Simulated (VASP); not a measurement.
# SrTiO3 (Pm-3m) in VASP: single point with LDA

Aim: the single point of SrTiO3 with LDA.

Program: VASP 6.6.1. These are calculated values, not measurements. Logs are shortened: lines on timing, memory, paths and dates and some standing lists are left out, and cuts for length are marked.

## (1) The cell of the first run

Symmetry: Pm-3m, No. 221, cubic system. Conventional cell: a = 3.854 Å, b = 3.854 Å, c = 3.854 Å, α = 90.00°, β = 90.00°, γ = 90.00°. Within 3.6 Å of Sr (site symmetry m-3m) lie 12 O at 2.73 Å and 8 Ti at 3.34 Å. Within 2.6 Å of Ti (site symmetry m-3m) lie 6 O at 1.93 Å. Within 2.6 Å of O (site symmetry 4/mmm) lie 2 Ti at 1.93 Å.

## (2) Single point, LDA

File INCAR:

```
SYSTEM = SrTiO3
  PREC = Accurate
  ENCUT = 520
  EDIFF = 1E-7
  ISMEAR = -1
  SIGMA = 0.05
  LREAL = .False.
  LASPH = .True.
  NELM = 60
  ALGO = Normal
  ISIF = 2
  LWAVE = .False.
  LCHARG = .True.
  GGA = CA
  LELF = .True.
  LVHAR = .True.
  NBANDS = 28
```

File KPOINTS:

```
regular mesh
0
Gamma
  8 8 8
  0 0 0
```

File POSCAR:

```
SrTiO3
1.0
    3.8542043497      0.0000000000      0.0000000000
    0.0000000000      3.8542043497      0.0000000000
    0.0000000000      0.0000000000      3.8542043497
Sr Ti O
1 1 3
Direct
    0.5000000000      0.5000000000      0.5000000000
    0.0000000000      0.0000000000      0.0000000000
    0.5000000000      0.0000000000      0.0000000000
    0.0000000000      0.5000000000      0.0000000000
    0.0000000000      0.0000000000      0.5000000000
```

Potentials or basis: VASP PAW LDA potentials, release 64 (Sr_sv, Ti_sv, O).

Launch:

```bash
cat potpaw_LDA.64/Sr_sv/POTCAR potpaw_LDA.64/Ti_sv/POTCAR potpaw_LDA.64/O/POTCAR > POTCAR
mpirun -np 1 vasp_std > vasp.out
```

OUTCAR:

```text
SYSTEM = SrTiO3
   PREC = Accurate
   ENCUT = 520
   EDIFF = 1E-7
   ISMEAR = -1
   LREAL = .False.
   LASPH = .True.
   NELM = 60
   ISIF = 2
   GGA = CA

 ion  position               nearest neighbor table
   1  0.500  0.500  0.500-   3 2.73   4 2.73   5 2.73   3 2.73   4 2.73   3 2.73   5 2.73   3 2.73
                             4 2.73   5 2.73   4 2.73   5 2.73   2 3.34   2 3.34   2 3.34   2 3.34
   2  0.000  0.000  0.000-   3 1.93   4 1.93   5 1.93   5 1.93   4 1.93   3 1.93   1 3.34   1 3.34
                             1 3.34   1 3.34   1 3.34   1 3.34   1 3.34   1 3.34
   3  0.500  0.000  0.000-   2 1.93   2 1.93   1 2.73   1 2.73   1 2.73   1 2.73
   4  0.000  0.500  0.000-   2 1.93   2 1.93   1 2.73   1 2.73   1 2.73   1 2.73
   5  0.000  0.000  0.500-   2 1.93   2 1.93   1 2.73   1 2.73   1 2.73   1 2.73

  LATTYP: Found a simple cubic cell.
 ALAT       =     3.8542043497

  Lattice vectors:

 A1 = (   3.8542043497,   0.0000000000,   0.0000000000)
 A2 = (   0.0000000000,   3.8542043497,   0.0000000000)
 A3 = (   0.0000000000,   0.0000000000,   3.8542043497)

Analysis of symmetry for initial positions (statically):
=====================================================================
 Subroutine PRICEL returns:
 Original cell was already a primitive cell.

 Routine SETGRP: Setting up the symmetry group for a
 simple cubic supercell.

 Subroutine GETGRP returns: Found 48 space group operations
 (whereof 48 operations were pure point group operations)
 out of a pool of 48 trial point group operations.

The static configuration has the point symmetry O_h .

Analysis of symmetry for dynamics (positions and initial velocities):
=====================================================================
 Subroutine PRICEL returns:
 Original cell was already a primitive cell.

 Routine SETGRP: Setting up the symmetry group for a
 simple cubic supercell.

 Subroutine GETGRP returns: Found 48 space group operations
 (whereof 48 operations were pure point group operations)
 out of a pool of 48 trial point group operations.

The dynamic configuration has the point symmetry O_h .

 Subroutine INISYM returns: Found 48 space group operations
 (whereof 48 operations are pure point group operations),
 and found     1 'primitive' translations

----------------------------------------------------------------------------------------

                                     Primitive cell

  volume of cell :      57.2538

  direct lattice vectors                    reciprocal lattice vectors
     3.854204350  0.000000000  0.000000000     0.259456923  0.000000000  0.000000000
     0.000000000  3.854204350  0.000000000     0.000000000  0.259456923  0.000000000
     0.000000000  0.000000000  3.854204350     0.000000000  0.000000000  0.259456923

  length of vectors
     3.854204350  3.854204350  3.854204350     0.259456923  0.259456923  0.259456923

  position of ions in fractional coordinates (direct lattice)
     0.500000000  0.500000000  0.500000000
     0.000000000  0.000000000  0.000000000
     0.500000000  0.000000000  0.000000000
     0.000000000  0.500000000  0.000000000
     0.000000000  0.000000000  0.500000000

  ion indices of the primitive-cell ions
   primitive index   ion index
                 1           1
                 2           2
                 3           3
                 4           4
                 5           5

----------------------------------------------------------------------------------------

 KPOINTS: regular mesh

Automatic generation of k-mesh.
 Grid dimensions read from file:
 generate k-points for:    8    8    8

 Generating k-lattice:

  Cartesian coordinates                     Fractional coordinates (reciprocal lattice)
     0.032432115  0.000000000  0.000000000     0.125000000  0.000000000  0.000000000
     0.000000000  0.032432115  0.000000000     0.000000000  0.125000000  0.000000000
     0.000000000  0.000000000  0.032432115     0.000000000  0.000000000  0.125000000

  Length of vectors
     0.032432115  0.032432115  0.032432115

  Shift w.r.t. Gamma in fractional coordinates (k-lattice)
     0.000000000  0.000000000  0.000000000

 Subroutine IBZKPT returns following result:
 ===========================================

 Found     35 irreducible k-points:

 Following reciprocal coordinates:
            Coordinates               Weight
  0.000000  0.000000  0.000000      1.000000
  0.125000  0.000000  0.000000      6.000000
  0.250000  0.000000  0.000000      6.000000
  0.375000  0.000000  0.000000      6.000000
  0.500000  0.000000  0.000000      3.000000
  0.125000  0.125000  0.000000     12.000000
[... 16 lines left out ...]
  0.375000  0.375000  0.125000     24.000000
  0.500000  0.375000  0.125000     24.000000
 [... further k-points ...]
   k-points           NKPTS =     35   k-points in BZ     NKDIM =     35   number of bands    NBANDS=     28
   number of dos      NEDOS =    301   number of ions     NIONS =      5
   total plane-waves  NPLWV =  27000
   dimension x,y,z NGX =    30 NGY =   30 NGZ =   30
   dimension x,y,z NGXF=    60 NGYF=   60 NGZF=   60
   ions per type =               1   1   3
   NGX,Y,Z   is equivalent  to a cutoff of  12.94, 12.94, 12.94 a.u.
   NGXF,Y,Z  is equivalent  to a cutoff of  25.88, 25.88, 25.88 a.u.
 SYSTEM =  SrTiO3
   PREC   = accura    normal or accurate (medium, high low for compatibility)
   ISTART =      0    job   : 0-new  1-cont  2-samecut
   ICHARG =      2    charge: 1-file 2-atom 10-const
   ISPIN  =      1    spin polarized calculation?
   LNONCOLLINEAR =      F non collinear calculations
   LSORBIT =      F    spin-orbit coupling
   LASPH  =      T    aspherical Exc in radial PAW
   ENCUT  =  520.0 eV  38.22 Ry    6.18 a.u.   7.17  7.17  7.17*2*pi/ulx,y,z
   NELM   =     60;   NELMIN=  2; NELMDL= -5     # of ELM steps
   EDIFF  = 0.1E-06   stopping-criterion for ELM
   LREAL  =      F    real-space projection
   EDIFFG = 0.1E-05   stopping-criterion for IOM
   NSW    =      0    number of steps for IOM
   IBRION =     -1    ionic relax: 0-MD 1-quasi-New 2-CG
   NFREE  =      0    steps in history (QN), initial steepest desc. (CG)
   ISIF   =      2    stress and relaxation
   ISYM   =      2    0-nonsym 1-usesym 2-fastsym
   POTIM  = 0.5000    time-step for ionic-motion
   TEBEG  =    0.0;   TEEND  =   0.0 temperature during run
   PSTRESS=    0.0 pullay stress
   NELECT =      40.0000    total number of electrons
   NUPDOWN=      -1.0000    fix difference up-down
   EMIN   =  10.00;   EMAX   =-10.00  energy-range for DOS
   EFERMI =   0.00;   METHOD = LEGACY
   ISMEAR =    -1;   SIGMA  =   0.05  broadening in eV -4-tet -1-fermi 0-gaus
   EFERMI_NEDOS =   21; number of points for ismear=-14 and -15
   IALGO  =     38    algorithm
   IMIX   =      4    mixing-type and parameters
     AMIX     =   0.40;   BMIX     =  1.00
     AMIX_MAG =   1.60;   BMIX_MAG =  1.00
  volume/ion in A,a.u.               =      11.45        77.27
  Fermi-wavevector in a.u.,A,eV,Ry     =   1.452647  2.745105 28.710787  2.110183
  Thomas-Fermi vector in A             =   2.570005
   LORBIT       =      0    0 simple, 1 ext, 2 COOP (PROOUT), +10 PAW based schemes
   GGA     = CA    functional components
   LHFCALC =     F    Hartree Fock is set to
   AEXX    =    0.0000 exact exchange contribution
   IVDW    =     0    specifies the selected vdW correction
   LEPSILON=     F    determine dielectric tensor
   LRPA    =     F    only Hartree local field effects (RPA)
 non-spin polarized calculation
  energy-cutoff  :      520.00
  volume of cell :       57.25
 maximum number of plane-waves:      1568
 NGX is ok and might be reduce to    30
   NGX = 15   NGY = 15   NGZ = 15

 number of electron      40.0000029 magnetization

 Free energy of the ion-electron system (eV)
  ---------------------------------------------------
  ext. energy  EPLUGINS =         0.00000000
  ---------------------------------------------------
  free energy    TOTEN  =       -44.17624357 eV

  energy without entropy =      -44.17624357  energy(sigma->0) =      -44.17624357

 E-fermi :   5.1353     XC(G=0): -12.0010

 val. band max:        4.2107560539   @ k =   0.5000   0.5000   0.5000
 cond. band min:       6.0264245560   @ k =   0.0000   0.0000   0.0000
 fundamental gap:      1.8156685021
 Fermi energy:         5.1353069393

 k-point     1 :       0.0000    0.0000    0.0000
  band No.  band energies     occupation
      1     -51.3571      2.00000
      2     -28.1703      2.00000
      3     -28.0377      2.00000
      4     -28.0377      2.00000
      5     -28.0377      2.00000
      6     -13.0644      2.00000
[... 20 lines left out ...]
     27       9.4781      0.00000
     28      10.5577      0.00000

 k-point     2 :       0.1250    0.0000    0.0000
  band No.  band energies     occupation
      1     -51.3568      2.00000
      2     -28.1875      2.00000
      3     -28.0371      2.00000
      4     -28.0371      2.00000
      5     -28.0289      2.00000
      6     -13.0786      2.00000
[... 20 lines left out ...]
     27       9.7684      0.00000
     28      10.9393      0.00000

 k-point     3 :       0.2500    0.0000    0.0000
  band No.  band energies     occupation
      1     -51.3560      2.00000
      2     -28.2251      2.00000
      3     -28.0358      2.00000
      4     -28.0358      2.00000
      5     -28.0112      2.00000
      6     -13.1721      2.00000
[... 20 lines left out ...]
     27      10.5117      0.00000
     28      11.9665      0.00000

 k-point     4 :       0.3750    0.0000    0.0000
  band No.  band energies     occupation
      1     -51.3553      2.00000
      2     -28.2599      2.00000
      3     -28.0344      2.00000
      4     -28.0344      2.00000
      5     -27.9961      2.00000
      6     -13.3076      2.00000
[... 20 lines left out ...]
     27      11.3181      0.00000
     28      12.3243      0.00000

 k-point     5 :       0.5000    0.0000    0.0000
  band No.  band energies     occupation
      1     -51.3550      2.00000
      2     -28.2738      2.00000
      3     -28.0338      2.00000
      4     -28.0338      2.00000
      5     -27.9902      2.00000
      6     -13.3679      2.00000
[... 20 lines left out ...]
     27      11.6836      0.00000
     28      12.2587      0.00000

 k-point     6 :       0.1250    0.1250    0.0000
  band No.  band energies     occupation
      1     -51.3565      2.00000
      2     -28.1961      2.00000
      3     -28.0503      2.00000
      4     -28.0366      2.00000
      5     -28.0151      2.00000
      6     -13.0702      2.00000
[... 463 lines left out ...]
      5     -28.0185      2.00000
      6     -12.9006      2.00000
[... 20 lines left out ...]
     27      12.2030      0.00000
     28      12.6082      0.00000

 k-point    22 :       0.5000    0.2500    0.1250
  band No.  band energies     occupation
      1     -51.3537      2.00000
      2     -28.2163      2.00000
      3     -28.0782      2.00000
      4     -28.0451      2.00000
      5     -28.0308      2.00000
      6     -12.9093      2.00000
[... 20 lines left out ...]
     27      12.4270      0.00000
     28      12.7755      0.00000

 k-point    23 :       0.3750    0.3750    0.1250
  band No.  band energies     occupation
      1     -51.3532      2.00000
      2     -28.1804      2.00000
      3     -28.1100      2.00000
      4     -28.0519      2.00000
      5     -28.0404      2.00000
      6     -12.6518      2.00000
[... 20 lines left out ...]
     27      12.5290      0.00000
     28      12.9799      0.00000

 k-point    24 :       0.5000    0.3750    0.1250
  band No.  band energies     occupation
      1     -51.3529      2.00000
      2     -28.1692      2.00000
      3     -28.1095      2.00000
      4     -28.0684      2.00000
      5     -28.0438      2.00000
      6     -12.5550      2.00000
[... 20 lines left out ...]
     27      12.7636      0.00000
     28      13.1006      0.00000

 [... further k-points ...]
[... 5 lines left out ...]
  --------------------------------------------------------------------------------------
  -------------------------------------------------------------------------------------
  Total        0.3927861      0.3927861      0.3927861      0.0000000      0.0000000     -0.0000000
  in kB       10.9916391     10.9916391     10.9916391      0.0000000      0.0000000     -0.0000000
  external PRESSURE =      10.9916391 kB  Pullay stress =       0.0000000 kB

 VOLUME and BASIS-vectors are now :
 -----------------------------------------------------------------------------
  energy-cutoff  :      520.00
  volume of cell :       57.25
      direct lattice vectors                 reciprocal lattice vectors
     3.854204350  0.000000000  0.000000000     0.259456923  0.000000000  0.000000000
     0.000000000  3.854204350  0.000000000     0.000000000  0.259456923  0.000000000
     0.000000000  0.000000000  3.854204350     0.000000000  0.000000000  0.259456923

 POSITION                                       TOTAL-FORCE (eV/Angst)
 -----------------------------------------------------------------------------------
      1.92710      1.92710      1.92710         0.000000      0.000000      0.000000
      0.00000      0.00000      0.00000         0.000000      0.000000      0.000000
      1.92710      0.00000      0.00000         0.000000      0.000000      0.000000
      0.00000      1.92710      0.00000         0.000000      0.000000      0.000000
      0.00000      0.00000      1.92710         0.000000      0.000000      0.000000
 -----------------------------------------------------------------------------------
    total drift:                                0.000000     -0.000000      0.000000

  FREE ENERGIE OF THE ION-ELECTRON SYSTEM (eV)
  ---------------------------------------------------
  free  energy   TOTEN  =       -44.1762435719 eV

  energy  without entropy=      -44.1762435709  energy(sigma->0) =      -44.17624357
```

Wall time 58 s (1 thread of AMD EPYC 7R13 (Zen 3), shared host); peak memory 0.16 GiB.

Results:

| Quantity | Value |
| --- | --- |
| Free energy | -44.1762 eV |
| Pressure | 1.1 GPa |
| Band gap on the k mesh | 1.82 eV, indirect (least direct gap 2.15 eV) |

Levels at points of the mesh, in eV from the valence-band top:
```
           k point  band 18  band 19  band 20  band 21  band 22  band 23
(0.00, 0.00, 0.00)    -0.33    -0.33    -0.33     1.82     1.82     1.82
(0.50, 0.00, 0.00)    -2.17    -0.73    -0.73     2.01     3.94     3.94
(0.50, 0.50, 0.00)    -1.62    -1.62    -0.10     3.95     3.95     4.41
(0.50, 0.50, 0.50)     0.00     0.00     0.00     4.68     4.68     4.68
```

A k mesh can miss the band edges.
